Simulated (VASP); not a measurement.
## ZnS: single point with PBE

ZnS:

```
S Zn
1.0
     3.84876    0.00000    0.00000
     0.00000    3.84876    0.00000
     0.00000    0.00000   10.88592
S Zn
4 4
Direct
  0.00000 0.00000 0.00000
  0.50000 0.50000 0.25000
  0.00000 0.50000 0.62500
  0.50000 0.00000 0.87500
  0.00000 0.50000 0.12500
  0.50000 0.00000 0.37500
  0.00000 0.00000 0.50000
  0.50000 0.50000 0.75000
```

* Program: VASP 6.6.1
* Task: single point
* Functional: PBE
* Potentials or basis: VASP PAW PBE potentials, release 64 (S, Zn)
* Cutoff: 520 eV
* k mesh: 8 × 8 × 3
* Occupations: gaussian, width 0.05 eV
* Spin: no spin polarisation

- Pressure: 3.9 GPa
- Largest force: 0.981 eV/Å
- Band gap on the k mesh: zero (bands 36 and 37 overlap by 0.05 eV)

Forces in eV/Å, atoms in the order of the input:
```
S    0.000  0.000 -0.981
S    0.000  0.000 -0.934
S    0.000  0.000  0.934
S    0.000  0.000  0.981
Zn   0.000  0.000  0.520
Zn   0.000  0.000 -0.865
Zn   0.000  0.000  0.865
Zn   0.000  0.000 -0.520
```

Stress tensor (GPa, compression positive):
```
5.45 0.00 0.00
0.00 3.24 0.00
0.00 0.00 3.08
```

Levels at points of the mesh, in eV from the Fermi level:
```csv
k point,band 32,band 33,band 34,band 35,band 36,band 37,band 38,band 39,band 40,band 41
"(0.00, 0.00, 0.00)",-2.52,-2.43,-1.96,-1.32,-0.90,0.04,1.48,1.58,3.18,3.19
"(0.50, 0.00, 0.00)",-3.02,-1.96,-1.96,-0.44,-0.44,0.26,0.26,2.63,2.63,3.91
"(0.00, 0.50, 0.00)",-2.34,-2.24,-2.17,-2.12,-1.19,0.24,1.92,3.24,3.93,4.34
"(0.50, 0.50, 0.00)",-4.15,-3.45,-3.45,-0.88,-0.88,0.11,0.11,2.23,2.23,4.18
```

Wall time 4.3 min on 1 thread of AMD EPYC 9R45 96-Core Processor (Zen 5) (shared host), peak memory 0.4 GiB.

Caveat: the cell stands under pressure; semilocal functionals underestimate gaps, and a narrow one can read as zero.
